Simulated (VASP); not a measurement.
# Be: vibrations by perturbation theory with LDA

Be:

```
Be
1.0
     3.74681    0.00000    0.00000
     0.00000    3.74681    0.00000
     0.00000    0.00000    2.28128
Be
4
Direct
  0.29741 0.29741 0.00000
  0.70259 0.70259 0.00000
  0.20259 0.79741 0.50000
  0.79741 0.20259 0.50000
```

* Program: VASP 6.6.1
* Task: vibrations by perturbation theory
* Functional: LDA
* Potentials or basis: VASP PAW LDA potentials, release 64 (Be)
* Cutoff: 520 eV
* k mesh: 8 × 8 × 14
* Occupations: fermi-dirac, width 0.15 eV
* Spin: no spin polarisation
* Dipole correction: no
* Further INCAR settings: ALGO = Normal; EDIFF = 1e-08; NBANDS = 12; IBRION = 8; NSW = 1

```yaml
Highest_phonon_frequency_at_Γ: 668 cm⁻¹
Most_unstable_mode: 223i cm⁻¹
```

Phonon frequencies in cm⁻¹ (negative: imaginary):
```csv
q point,frequencies
"(0.000, 0.000, 0.000)",-223 0 0 0 464 475 475 568 576 576 600 668
```

It took 110 s on 1 thread of AMD EPYC 9R45 96-Core Processor (Zen 5), with other jobs on the host, peak memory 0.26 GiB.

Caveat: the cell stands under pressure or tension, which shifts response properties; some modes are imaginary.
